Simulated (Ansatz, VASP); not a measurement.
**One calculation of ZnSe, two programs**

The input INCAR:

```
ALGO     = Normal         # electronic algorithm
EDIFF    = 1E-7           # SCF threshold, eV
ENCUT    = 520            # plane-wave cutoff, eV
ISIF     = 2              # what is computed and relaxed
ISMEAR   = 0              # smearing method
LASPH    = T              # aspherical terms in the spheres
LCHARG   = T              # write CHGCAR
LELF     = T              # ELF
LREAL    = F              # projectors in reciprocal space
LVHAR    = T            
LWAVE    = F              # write WAVECAR
NBANDS   = 26             # bands
NELM     = 60             # most SCF steps
PREC     = Accurate       # precision mode
SIGMA    = 0.05           # smearing width, eV
```

KPOINTS

```
k-points
0
Gamma
  8 8 6
```

File POSCAR:

```
ZnSe
1.0
    3.8630000000      0.0000000000      0.0000000000
    0.0000000000      3.8630000000      0.0000000000
    0.0000000000      0.0000000000      5.8869000000
Zn Se
2 2
Direct
    0.0000000000      0.0000000000      0.0000000000
    0.5000000000      0.5000000000      0.0000000000
    0.0000000000      0.5000000000      0.2797006019
    0.5000000000      0.0000000000      0.7202993981
```

Input for Ansatz:

```yaml
crystal:
  lattice:
    - [3.863, 0.0, 0.0]
    - [0.0, 3.863, 0.0]
    - [0.0, 0.0, 5.8869]
  atoms:
    - { symbol: Zn, position: [0.0, 0.0, 0.0] }
    - { symbol: Zn, position: [0.5, 0.5, 0.0] }
    - { symbol: Se, position: [0.0, 0.5, 0.2797006019] }
    - { symbol: Se, position: [0.5, 0.0, 0.7202993981] }
basis:
  ecutwfc: 520.0
kpoints:
  mp_grid: { grid: [8, 8, 6] }
hamiltonian:
  xc: lda
  pseudopotentials: { kind: paw, azcp: { folder: soft_1 } }
scf:
  occupations: { method: gaussian, width: 0.05 }
output:
  forces: true
  stress: true
  eigenvalues: true
```

Alike in both runs: task single point; functional LDA; k mesh 8 × 8 × 6; occupations gaussian, width 0.05 eV; no spin polarisation.

|  | VASP | Ansatz |
| --- | --- | --- |
| version | VASP 6.6.1 | Ansatz 0.2.0 |
| potentials or method | VASP PAW LDA potentials, release 64 (Zn, Se), cutoff 520 eV | scalar-relativistic, plane waves, PAW |
| valence electrons in the cell | 36 | 56 |

```csv
,VASP,Ansatz,Ansatz less VASP
gap on the k mesh at the Fermi level (eV),1.25,1.23,-0.025
least direct gap on the mesh (eV),1.25,1.23,-0.025
pressure (GPa),-3.0,-3.3,-0.35
"traceless stress, the component that is largest in VASP (GPa)",-4.64,-4.65,-0.004
rms of the force components (eV/Å),0.460,0.483,+0.0228
```

Ansatz warns that its potentials were made for another functional, while VASP's fit it. LDA's correlation is that of Perdew and Zunger in VASP and of Perdew and Wang (1992) in Ansatz. Atom by atom the forces differ by 0.023 eV/Å (rms over components). VASP's potentials hold 36 valence electrons a cell and Ansatz's 56, so a difference there can come from the potentials and not from the codes.
